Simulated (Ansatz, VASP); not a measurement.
**Zn: VASP beside Ansatz**

The input INCAR:

```
SYSTEM = Zn
PREC = Accurate
ENCUT = 520
EDIFF = 1E-6
ISMEAR = 0
SIGMA = 0.1
LREAL = .False.
LASPH = .True.
NELM = 60
ALGO = Fast
ISIF = 2
LWAVE = .False.
LCHARG = .False.
GGA = PS
NBANDS = 12
```

File KPOINTS:

```
Automatic mesh
0
Gamma
  18 18 18
  0 0 0
```

Contents of POSCAR:

```
Zn
1.0
   -1.5981740171      1.5981740171      1.5981740171
    1.5981740171     -1.5981740171      1.5981740171
    1.5981740171      1.5981740171     -1.5981740171
Zn
1
Direct
    0.0000000000      0.0000000000      0.0000000000
```

Input for Ansatz:

```yaml
crystal:
  lattice:
    - [-1.5981740171, 1.5981740171, 1.5981740171]
    - [1.5981740171, -1.5981740171, 1.5981740171]
    - [1.5981740171, 1.5981740171, -1.5981740171]
  atoms:
    - { symbol: Zn, position: [0.0, 0.0, 0.0] }
basis:
  ecutwfc: 420
kpoints:
  mp_grid: { grid: [18, 18, 18] }
hamiltonian:
  xc: pbesol
scf:
  occupations: { method: gaussian, width: 0.1 }
output:
  forces: true
  stress: true
  eigenvalues: true
```

Alike in both runs: task single point; functional PBEsol; k mesh 18 × 18 × 18; occupations gaussian, width 0.1 eV; no spin polarisation.

|  | VASP | Ansatz |
| --- | --- | --- |
| version | VASP 6.6.1 | Ansatz 0.2.0 |
| potentials or method | VASP PAW PBE potentials, release 64 (Zn), cutoff 520 eV | scalar-relativistic, plane waves, PAW |
| valence electrons in the cell | 12 | 12 |

|  | VASP | Ansatz | Ansatz less VASP |
| --- | --- | --- | --- |
| gap on the k mesh at the Fermi level (eV) | none | none | - |
| pressure (GPa) | -7.5 | -7.7 | -0.27 |

VASP's potentials were made for PBE, not for PBEsol. A gap of «none» marks a metal or a gap that the smearing closes.
